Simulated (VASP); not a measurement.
# MgCd2SO2 (I4/mmm) in VASP: notebook

Runs on MgCd2SO2. Level: PBE. Tasks: relaxation of cell and atoms.

All numbers are computed with VASP 6.6.1; they aren't measurements. Logs are shortened: lines on timing, memory, paths and dates and some standing lists are left out, and cuts for length are marked.

### 1 The cell of the first run

The structure is tetragonal, space group I4/mmm (No. 139). Conventional cell: a = 5.668 Å, b = 5.668 Å, c = 7.375 Å, α = 90.00°, β = 90.00°, γ = 90.00°. Mg (site symmetry 4/mmm) has 2 O at 2.24 Å within 3.0 Å. Within 3.8 Å of Cd (site symmetry -4m2) lie 4 O at 2.86 Å and 4 Mg at 3.38 Å and 4 S at 3.38 Å and 2 Cd at 3.69 Å. S (site symmetry 4/mmm) has 2 O at 1.45 Å within 1.9 Å. O (site symmetry 4mm) has 1 S at 1.45 Å within 1.9 Å.

The cell was built from a structure type or drawn by symmetry, and may not be a known phase.

### 2 Relaxation of cell and atoms, PBE

INCAR reads:

```
SYSTEM = MgCd2SO2
PREC = Accurate ; ENCUT = 600
EDIFF = 1E-7 ; ISMEAR = 0
SIGMA = 0.1 ; LREAL = .False.
LASPH = .True. ; NELM = 80
ALGO = Normal ; ISIF = 3
LWAVE = .False. ; LCHARG = .False.
GGA = PE ; IBRION = 2
NSW = 90 ; EDIFFG = -0.04
```

KPOINTS reads:

```
regular mesh
0
Gamma
  4 4 4
  0 0 0
```

POSCAR reads:

```
MgCd2SO2
1.0
   -2.8338795100      2.8338795100      3.6877217800
    2.8338795100     -2.8338795100      3.6877217800
    2.8338795100      2.8338795100     -3.6877217800
Mg Cd S O
1 2 1 2
Direct
    0.5000000000      0.5000000000      0.0000000000
    0.7500000000      0.2500000000      0.5000000000
    0.2500000000      0.7500000000      0.5000000000
    0.0000000000      0.0000000000      0.0000000000
    0.1960969000      0.1960969000      0.0000000000
    0.8039031000      0.8039031000      0.0000000000
```

Potentials or basis: VASP PAW PBE potentials, release 64 (Mg, Cd, S, O).

On the command line:

```bash
cat potpaw_PBE.64/Mg/POTCAR potpaw_PBE.64/Cd/POTCAR potpaw_PBE.64/S/POTCAR potpaw_PBE.64/O/POTCAR > POTCAR
mpirun -np 1 vasp_std > vasp.out
```

OUTCAR:

```text
SYSTEM = MgCd2SO2
   PREC = Accurate
   ENCUT = 600
   EDIFF = 1E-7
   ISMEAR = 0
   LREAL = .False.
   LASPH = .True.
   NELM = 80
   ISIF = 3
   GGA = PE
   IBRION = 2
   NSW = 90
   EDIFFG = -0.04

 ion  position               nearest neighbor table
   1  0.500  0.500  0.000-   5 2.24   6 2.24   2 3.38   3 3.38   3 3.38   2 3.38   2 3.38   3 3.38
                             3 3.38   2 3.38
   2  0.750  0.250  0.500-   6 2.86   5 2.86   6 2.86   5 2.86   1 3.38   1 3.38   1 3.38   1 3.38
                             3 3.69   3 3.69
   3  0.250  0.750  0.500-   6 2.86   5 2.86   6 2.86   5 2.86   1 3.38   1 3.38   1 3.38   1 3.38
                             2 3.69   2 3.69
   4  0.000  0.000  0.000-   5 1.45   6 1.45
   5  0.196  0.196  0.000-   4 1.45   1 2.24   2 2.86   3 2.86   2 2.86   3 2.86
   6  0.804  0.804  0.000-   4 1.45   1 2.24   3 2.86   2 2.86   2 2.86   3 2.86

  LATTYP: Found a body centered tetragonal cell.
 ALAT       =     5.6677590200
 C/A-ratio  =     1.3012980146

  Lattice vectors:

 A1 = (  -2.8338795100,   2.8338795100,   3.6877217800)
 A2 = (   2.8338795100,  -2.8338795100,   3.6877217800)
 A3 = (   2.8338795100,   2.8338795100,  -3.6877217800)

Analysis of symmetry for initial positions (statically):
=====================================================================
 Subroutine PRICEL returns:
 Original cell was already a primitive cell.

 Routine SETGRP: Setting up the symmetry group for a
 body centered tetragonal supercell.

 Subroutine GETGRP returns: Found 16 space group operations
 (whereof 16 operations were pure point group operations)
 out of a pool of 16 trial point group operations.

The static configuration has the point symmetry D_4h.

Analysis of symmetry for dynamics (positions and initial velocities):
=====================================================================
 Subroutine PRICEL returns:
 Original cell was already a primitive cell.

 Routine SETGRP: Setting up the symmetry group for a
 body centered tetragonal supercell.

 Subroutine GETGRP returns: Found 16 space group operations
 (whereof 16 operations were pure point group operations)
 out of a pool of 16 trial point group operations.

The dynamic configuration has the point symmetry D_4h.

 Subroutine INISYM returns: Found 16 space group operations
 (whereof 16 operations are pure point group operations),
 and found     1 'primitive' translations

----------------------------------------------------------------------------------------

                                     Primitive cell

  volume of cell :     118.4625

  direct lattice vectors                    reciprocal lattice vectors
    -2.833879510  2.833879510  3.687721780     0.000000000  0.176436577  0.135585066
     2.833879510 -2.833879510  3.687721780     0.176436577  0.000000000  0.135585066
     2.833879510  2.833879510 -3.687721780     0.176436577  0.176436577  0.000000000

  length of vectors
     5.446194826  5.446194826  5.446194826     0.222515563  0.222515563  0.249519000

  position of ions in fractional coordinates (direct lattice)
     0.500000000  0.500000000  0.000000000
     0.750000000  0.250000000  0.500000000
     0.250000000  0.750000000  0.500000000
     0.000000000  0.000000000  0.000000000
     0.196096900  0.196096900  0.000000000
     0.803903100  0.803903100  0.000000000

  ion indices of the primitive-cell ions
   primitive index   ion index
                 1           1
                 2           2
                 3           3
                 4           4
                 5           5
                 6           6

----------------------------------------------------------------------------------------

 KPOINTS: regular mesh

Automatic generation of k-mesh.
 Grid dimensions read from file:
 generate k-points for:    4    4    4

 Generating k-lattice:

  Cartesian coordinates                     Fractional coordinates (reciprocal lattice)
     0.000000000  0.044109144  0.033896266     0.250000000 -0.000000000  0.000000000
     0.044109144  0.000000000  0.033896266    -0.000000000  0.250000000  0.000000000
     0.044109144  0.044109144  0.000000000     0.000000000  0.000000000  0.250000000

  Length of vectors
     0.055628891  0.055628891  0.062379750

  Shift w.r.t. Gamma in fractional coordinates (k-lattice)
     0.000000000  0.000000000  0.000000000

 Subroutine IBZKPT returns following result:
 ===========================================

 Found     13 irreducible k-points:

 Following reciprocal coordinates:
            Coordinates               Weight
  0.000000  0.000000  0.000000      1.000000
  0.250000 -0.000000  0.000000      8.000000
  0.500000 -0.000000  0.000000      4.000000
  0.250000  0.250000  0.000000      8.000000
  0.500000  0.250000  0.000000     16.000000
 -0.250000  0.250000  0.000000      4.000000
  0.500000  0.500000  0.000000      2.000000
  0.250000  0.250000  0.250000      2.000000
 -0.250000  0.250000  0.250000      4.000000
  0.500000  0.500000  0.250000      4.000000
 -0.250000  0.500000  0.250000      8.000000
 -0.250000 -0.250000  0.250000      2.000000
  0.500000  0.500000  0.500000      1.000000
   k-points           NKPTS =     13   k-points in BZ     NKDIM =     13   number of bands    NBANDS=     26
   number of dos      NEDOS =    301   number of ions     NIONS =      6
   total plane-waves  NPLWV = 110592
   dimension x,y,z NGX =    48 NGY =   48 NGZ =   48
   dimension x,y,z NGXF=    96 NGYF=   96 NGZF=   96
   ions per type =               1   2   1   2
   NGX,Y,Z   is equivalent  to a cutoff of  14.65, 14.65, 14.65 a.u.
   NGXF,Y,Z  is equivalent  to a cutoff of  29.30, 29.30, 29.30 a.u.
 SYSTEM =  MgCd2SO2
   PREC   = accura    normal or accurate (medium, high low for compatibility)
   ISTART =      0    job   : 0-new  1-cont  2-samecut
   ICHARG =      2    charge: 1-file 2-atom 10-const
   ISPIN  =      1    spin polarized calculation?
   LNONCOLLINEAR =      F non collinear calculations
   LSORBIT =      F    spin-orbit coupling
   LASPH  =      T    aspherical Exc in radial PAW
   ENCUT  =  600.0 eV  44.10 Ry    6.64 a.u.  10.88 10.88 10.88*2*pi/ulx,y,z
   NELM   =     80;   NELMIN=  2; NELMDL= -5     # of ELM steps
   EDIFF  = 0.1E-06   stopping-criterion for ELM
   LREAL  =      F    real-space projection
   EDIFFG = -.4E-01   stopping-criterion for IOM
   NSW    =     90    number of steps for IOM
   IBRION =      2    ionic relax: 0-MD 1-quasi-New 2-CG
   NFREE  =      1    steps in history (QN), initial steepest desc. (CG)
   ISIF   =      3    stress and relaxation
   ISYM   =      2    0-nonsym 1-usesym 2-fastsym
   POTIM  = 0.5000    time-step for ionic-motion
   TEBEG  =    0.0;   TEEND  =   0.0 temperature during run
   PSTRESS=    0.0 pullay stress
   NELECT =      44.0000    total number of electrons
   NUPDOWN=      -1.0000    fix difference up-down
   EMIN   =  10.00;   EMAX   =-10.00  energy-range for DOS
   EFERMI =   0.00;   METHOD = LEGACY
   ISMEAR =     0;   SIGMA  =   0.10  broadening in eV -4-tet -1-fermi 0-gaus
   EFERMI_NEDOS =   21; number of points for ismear=-14 and -15
   IALGO  =     38    algorithm
   IMIX   =      4    mixing-type and parameters
     AMIX     =   0.40;   BMIX     =  1.00
     AMIX_MAG =   1.60;   BMIX_MAG =  1.00
  volume/ion in A,a.u.               =      19.74       133.24
  Fermi-wavevector in a.u.,A,eV,Ry     =   1.176789  2.223810 18.841802  1.384833
  Thomas-Fermi vector in A             =   2.313147
   LORBIT       =      0    0 simple, 1 ext, 2 COOP (PROOUT), +10 PAW based schemes
   GGA     = PE    functional components
   LHFCALC =     F    Hartree Fock is set to
   AEXX    =    0.0000 exact exchange contribution
   IVDW    =     0    specifies the selected vdW correction
   LEPSILON=     F    determine dielectric tensor
   LRPA    =     F    only Hartree local field effects (RPA)
 conjugate gradient relaxation of ions
 non-spin polarized calculation
 Gauss-broadening in eV      SIGMA  =   0.10
  energy-cutoff  :      600.00
  volume of cell :      118.46
 maximum number of plane-waves:      3972
 NGX is ok and might be reduce to    48
   NGX = 21   NGY = 21   NGZ = 21

--------------------------------------- Ionic step        1  -------------------------------------------

 number of electron      43.9999997 magnetization

 Free energy of the ion-electron system (eV)
  ---------------------------------------------------
  ext. energy  EPLUGINS =         0.00000000
  ---------------------------------------------------
  free energy    TOTEN  =       -15.63919097 eV

  energy without entropy =      -15.60556096  energy(sigma->0) =      -15.62237596

------------------------ aborting loop because EDIFF is reached ----------------------------------------

  FORCE on cell =-STRESS in cart. coord.  units (eV):
  Direction    XX          YY          ZZ          XY          YZ          ZX
  --------------------------------------------------------------------------------------
  -------------------------------------------------------------------------------------
  Total        2.9952774      2.9952774     17.8190584      0.0000000     -0.0000000      0.0000000
  in kB       40.5104180     40.5104180    240.9985505      0.0000000     -0.0000000      0.0000000
  external PRESSURE =     107.3397955 kB  Pullay stress =       0.0000000 kB
[... 101 lines left out ...]
  FREE ENERGIE OF THE ION-ELECTRON SYSTEM (eV)
  ---------------------------------------------------
  free  energy   TOTEN  =       -18.0513358511 eV

  energy  without entropy=      -18.0204828504  energy(sigma->0) =      -18.03590935

 E-fermi :   2.1885     XC(G=0):  -9.9480

 val. band max:        2.0794913033   @ k =  -0.2500   0.2500   0.0000
 cond. band min:       2.2251964764   @ k =   0.0000   0.0000   0.0000
 fundamental gap:      0.1457051731
 Fermi energy:         2.1885133063

 k-point     1 :       0.0000    0.0000    0.0000
  band No.  band energies     occupation
      1     -15.9369      2.00000
      2     -15.4990      2.00000
      3      -8.8699      2.00000
      4      -5.8512      2.00000
      5      -5.5280      2.00000
      6      -5.5280      2.00000
[... 366 lines left out ...]
     25       4.5406      0.00000
     26       9.5474      0.00000

[... ionic steps 4 to 32 ...]

--------------------------------------- Ionic step       33  -------------------------------------------

 number of electron      43.9999994 magnetization

------------------------ aborting loop because EDIFF is reached ----------------------------------------
[... 75 lines left out ...]
--------------------------------------- Ionic step       35  -------------------------------------------

 number of electron      43.9999995 magnetization

 Free energy of the ion-electron system (eV)
  ---------------------------------------------------
  ext. energy  EPLUGINS =         0.00000000
  ---------------------------------------------------
  free energy    TOTEN  =       -23.27821103 eV

  energy without entropy =      -23.27601272  energy(sigma->0) =      -23.27711187

 E-fermi :   2.1314     XC(G=0): -10.2650

 val. band max:        1.9871700881   @ k =  -0.2500   0.2500   0.2500
 cond. band min:       2.1782673894   @ k =   0.0000   0.0000   0.0000
 fundamental gap:      0.1910973013
 Fermi energy:         2.1313816847

 k-point     1 :       0.0000    0.0000    0.0000
  band No.  band energies     occupation
      1     -15.7501      2.00000
      2     -15.3959      2.00000
      3      -8.4445      2.00000
      4      -5.9033      2.00000
      5      -5.7251      2.00000
      6      -5.7251      2.00000
[... 399 lines left out ...]
  FREE ENERGIE OF THE ION-ELECTRON SYSTEM (eV)
  ---------------------------------------------------
  free  energy   TOTEN  =       -23.2782110298 eV

  energy  without entropy=      -23.2760127163  energy(sigma->0) =      -23.27711187

 reached required accuracy - stopping structural energy minimisation
```

It took 20 min on 1 thread of Intel Xeon 6975P-C (Granite Rapids), shared host; peak memory 0.41 GiB.

Results:

- Free energy: -23.2782 eV
- Relaxed volume: 16.28 Å³/atom
- Relaxed cell: a = 6.060 Å, b = 6.060 Å, c = 6.060 Å, α = 138.23°, β = 138.23°, γ = 60.55°
- Space group after relaxing (to 0.1 Å): I4/mmm (No. 139)
- Energy gained by relaxing: 1273.2 meV/atom
- Ionic steps: 35
- Pressure after relaxing: 0.1 GPa
- Largest force after relaxing: 0.027 eV/Å
- Band gap on the k mesh: 0.19 eV (least direct gap 0.41 eV)

Forces in eV/Å, atoms in the order of the input:
```
Mg   0.000  0.000  0.000
Cd   0.000  0.000  0.000
Cd   0.000  0.000  0.000
S    0.000  0.000  0.000
O    0.000  0.000  0.027
O    0.000  0.000 -0.027
```

Stress tensor (GPa, compression positive):
```
0.09 0.00 0.00
0.00 0.09 0.00
0.00 0.00 0.16
```

The path:
| step | energy change (eV) | largest force (eV/Å) | pressure (GPa) | volume (Å³) |
| --- | --- | --- | --- | --- |
| 1 | 0.0000 | 8.2062 | 10.73 | 118.46 |
| 2 | -2.4282 | 1.6702 | -10.72 | 142.04 |
| 3 | -2.4121 | 2.4466 | -8.40 | 134.67 |
| 4 | -2.4599 | 2.3014 | -9.63 | 137.35 |
| 5 | -3.9857 | 0.2456 | -5.43 | 117.68 |
| 6 | -4.0432 | 1.1746 | -3.57 | 114.29 |
| 7 | -4.4236 | 0.4641 | -0.94 | 104.95 |
| 8 | -4.5012 | 0.1033 | 1.65 | 100.08 |
| 9 | -4.5041 | 0.0074 | 2.48 | 98.84 |
| 10 | -4.5937 | 0.7475 | -0.03 | 101.11 |
| 11 | -4.6378 | 1.3259 | -1.76 | 103.01 |
| 12 | -4.6894 | 2.0844 | -4.27 | 106.63 |
| 13 | -4.7210 | 2.1429 | -4.46 | 106.87 |
| 14 | -4.8164 | 2.3632 | -5.03 | 107.54 |
| 15 | -5.0346 | 2.6719 | -6.10 | 108.67 |
| 16 | -5.2922 | 2.5677 | -6.73 | 110.13 |
| 17 | -5.5054 | 2.5850 | -5.36 | 108.10 |
| 18 | -5.7237 | 2.6143 | -2.14 | 104.60 |
| 19 | -5.4374 | 2.9803 | 7.83 | 97.41 |
| 20 | -5.7671 | 2.6433 | -0.42 | 103.06 |
| 21 | -6.1696 | 2.6303 | -0.23 | 101.68 |
| 22 | -7.2201 | 2.0038 | 0.92 | 97.57 |
| 23 | -5.3396 | 9.2609 | 20.33 | 89.49 |
| 24 | -7.3670 | 1.7212 | 1.91 | 96.30 |
| 25 | -7.4583 | 1.0275 | 6.60 | 92.88 |
| 26 | -7.5517 | 0.7234 | 3.65 | 94.57 |
| 27 | -7.5608 | 0.4239 | 4.15 | 94.21 |
| 28 | -7.5602 | 0.2661 | 4.42 | 94.04 |
| 29 | -7.6240 | 0.1729 | 0.42 | 97.64 |
| 30 | -7.6242 | 0.1986 | 0.20 | 97.86 |
| 31 | -7.6363 | 0.0727 | -0.35 | 98.19 |
| 32 | -7.6365 | 0.1137 | -0.43 | 98.25 |
| 33 | -7.6381 | 0.0927 | -0.03 | 97.83 |
| 34 | -7.6384 | 0.0795 | 0.23 | 97.57 |
| 35 | -7.6390 | 0.0272 | 0.11 | 97.69 |

Final structure:
```
Mg Cd S O
1.0
    -2.16024    2.16024    5.23316
     2.16024   -2.16024    5.23316
     2.16024    2.16024   -5.23316
Mg Cd S O
1 2 1 2
Direct
  0.50000 0.50000 0.00000
  0.75000 0.25000 0.50000
  0.25000 0.75000 0.50000
  0.00000 0.00000 0.00000
  0.31763 0.31763 0.00000
  0.68237 0.68237 0.00000
```

Caveat: the volume moved by over 15 % at a fixed basis, so the end points are rough.

(Part 1 of 2 ends here.)
